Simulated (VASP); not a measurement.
Wanted: the native input for a VASP 6.6.1 run.

| Item | Value |
| --- | --- |
| Task | single point |
| Functional | PBE |
| Potentials or basis | VASP PAW PBE potentials, release 64 (Na_pv, F) |
| Cutoff | 520 eV |
| k mesh | 10 × 10 × 10 |
| Occupations | gaussian, width 0.05 eV |
| Spin | no spin polarisation |
| Dipole correction | no |
| Further INCAR settings | ALGO = Normal; EDIFF = 1e-07; NBANDS = 14 |

The structure of NaF lies in POSCAR:

```
NaF
1.0
    0.0000000000      2.1863090059      2.6235708071
    2.1863090059      0.0000000000      2.6235708071
    2.1863090059      2.1863090059      0.0000000000
Na F
1 1
Direct
    0.0000000000      0.0000000000      0.0000000000
    0.5000000000      0.5000000000      0.5000000000
```

This cell differs from its parent crystal: ratio of the length along z to the lengths across it x 1.2, volume and fractional coordinates fixed.

The input as run:

INCAR

```
SYSTEM = NaF
PREC = Accurate
ENCUT = 520
EDIFF = 1E-7
ISMEAR = 0
SIGMA = 0.05
LREAL = .FALSE.
LASPH = .TRUE.
NELM = 60
ALGO = Normal
ISIF = 2
LWAVE = .FALSE.
LCHARG = .FALSE.
GGA = PE
NBANDS = 14
```

KPOINTS

```
Automatic mesh
0
G
  10 10 10
  0 0 0
```

Potentials or basis: VASP PAW PBE potentials, release 64 (Na_pv, F).

Launch:

```console
$ cat potpaw_PBE.64/Na_pv/POTCAR potpaw_PBE.64/F/POTCAR > POTCAR
$ mpirun -np 1 vasp_std > vasp.out
```

It gave:

| Item | Value |
| --- | --- |
| Pressure | 5.4 GPa |
| Band gap on the k mesh | 6.19 eV |

Caveat: the cell stands under pressure.

Wall time 76 s on 1 thread of AMD EPYC 7R13 (shared host), peak memory 0.13 GiB.
